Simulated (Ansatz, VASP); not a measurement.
# Two plane-wave programs on Cs3KSb

INCAR

```
PREC = Accurate
ENCUT = 600
EDIFF = 1E-6
ISMEAR = 0
SIGMA = 0.1
LREAL = F
LASPH = T
NELM = 80
ALGO = Normal
ISIF = 3
LWAVE = F
LCHARG = F
GGA = PE
IBRION = 2
NSW = 90
EDIFFG = -0.04
```

File KPOINTS:

```
Automatic mesh
0
Gamma
  4 4 4
```

The input POSCAR:

```
Cs3KSb
1.0
    5.7531363781      0.0000000000      0.0000000000
    0.0000000000      5.7531363781      0.0000000000
    0.0000000000      0.0000000000      5.7531363781
K Cs Sb
1 3 1
Direct
    0.0000000000      0.0000000000      0.0000000000
    0.0000000000      0.5000000000      0.5000000000
    0.5000000000      0.0000000000      0.5000000000
    0.5000000000      0.5000000000      0.0000000000
    0.5000000000      0.5000000000      0.5000000000
```

Input for Ansatz:

```yaml
crystal:
  lattice:
    - [5.7531363781, 0.0, 0.0]
    - [0.0, 5.7531363781, 0.0]
    - [0.0, 0.0, 5.7531363781]
  atoms:
    - { symbol: K, position: [0.0, 0.0, 0.0] }
    - { symbol: Cs, position: [0.0, 0.5, 0.5] }
    - { symbol: Cs, position: [0.5, 0.0, 0.5] }
    - { symbol: Cs, position: [0.5, 0.5, 0.0] }
    - { symbol: Sb, position: [0.5, 0.5, 0.5] }
basis:
  ecutwfc: 420
kpoints:
  mp_grid: { grid: [4, 4, 4] }
hamiltonian:
  xc: pbe
scf:
  occupations: { method: gaussian, width: 0.1 }
  lower_state_search: "off"
output:
  forces: true
  stress: true
  eigenvalues: true
relax:
  adjacent_minimum: "off"
  f_tol: 0.04
  max_steps: 70
  cell: { stress_tol: 0.4 }
```

Alike in both runs: task relaxation of cell and atoms; functional PBE; k mesh 4 × 4 × 4; occupations gaussian, width 0.1 eV; no spin polarisation.

|  | VASP | Ansatz |
| --- | --- | --- |
| version | VASP 6.6.1 | Ansatz 0.2.0 |
| potentials or method | VASP PAW PBE potentials, release 64 (K_sv, Cs_sv, Sb), cutoff 600 eV | scalar-relativistic, plane waves, PAW |
| valence electrons in the cell | 41 | 51 |

Ansatz gave:

```
gap on the k mesh at the Fermi level, each at its own relaxed structure (eV) : none
relaxed volume (Å³/atom)                                                     : 84.37
relaxed length of the cell vector where the two differ most in proportion (Å)              : 7.500
```

Problem. Which values does VASP return?

Solution. gap on the k mesh at the Fermi level, each at its own relaxed structure (eV): none; relaxed volume (Å³/atom): 87.33; relaxed length of the cell vector where the two differ most in proportion (Å): 7.587.

A gap of «none» marks a metal or a gap that the smearing closes. VASP's potentials hold 41 valence electrons a cell and Ansatz's 51, so a difference there can come from the potentials and not from the codes.

Spin-orbit coupling is off throughout. Noted on VASP's run: the volume moved by over 15 % at a fixed basis, so the end points are rough.
